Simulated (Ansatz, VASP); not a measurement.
# GaP: VASP beside Ansatz

Contents of INCAR:

```
PREC = Accurate ; ENCUT = 520
EDIFF = 1E-6 ; ISMEAR = -1
SIGMA = 0.05 ; LREAL = False
LASPH = True ; NELM = 60
ALGO = Normal ; ISIF = 2
LWAVE = False ; LCHARG = True
GGA = PS ; LELF = True
LVHAR = True ; NBANDS = 16
```

File KPOINTS:

```
regular mesh
0
Gamma
  12 12 12
```

Contents of POSCAR:

```
GaP
1.0
    0.0000000000      2.3433387172      2.3433387172
    2.3433387172      0.0000000000      2.3433387172
    2.3433387172      2.3433387172      0.0000000000
Ga P
1 1
Direct
    0.0000000000      0.0000000000      0.0000000000
    0.2500000000      0.2500000000      0.2500000000
```

Input for Ansatz:

```yaml
crystal:
  lattice:
    - [0.0, 2.3433387172, 2.3433387172]
    - [2.3433387172, 0.0, 2.3433387172]
    - [2.3433387172, 2.3433387172, 0.0]
  atoms:
    - { symbol: Ga, position: [0.0, 0.0, 0.0] }
    - { symbol: P, position: [0.25, 0.25, 0.25] }
kpoints:
  mp_grid: { grid: [12, 12, 12] }
scf:
  occupations: { method: fermi_dirac, width: 0.05 }
hamiltonian:
  xc: pbesol
  pseudopotentials: { kind: paw }
output:
  forces: true
  stress: true
  eigenvalues: true
  populations: true
```

Change from the starting cell: volume scaled by 0.64, PAW files.

Alike in both runs: task single point; functional PBEsol; k mesh 12 × 12 × 12; occupations fermi-dirac, width 0.05 eV; no spin polarisation.

```csv
,VASP,Ansatz
version,VASP 6.6.1,Ansatz 0.2.0
potentials or method,"VASP PAW PBE potentials, release 64 (Ga_d, P)","PAW with Ansatz's default frozen-core files, scalar-relativistic"
plane-wave cutoff (eV),520,420
valence electrons in the cell,18,18
```

```tsv
	VASP	Ansatz	Ansatz less VASP
pressure (GPa)	97.7	98.3	+0.63
```

VASP's potentials were made for PBE, not for PBEsol. Both programs put the cell under a high pressure, so it lies far from rest at this level. With one functional, cell and mesh, what is left measures potentials, basis and numerics.

Noted on VASP's run: the cell as given lies far from equilibrium.
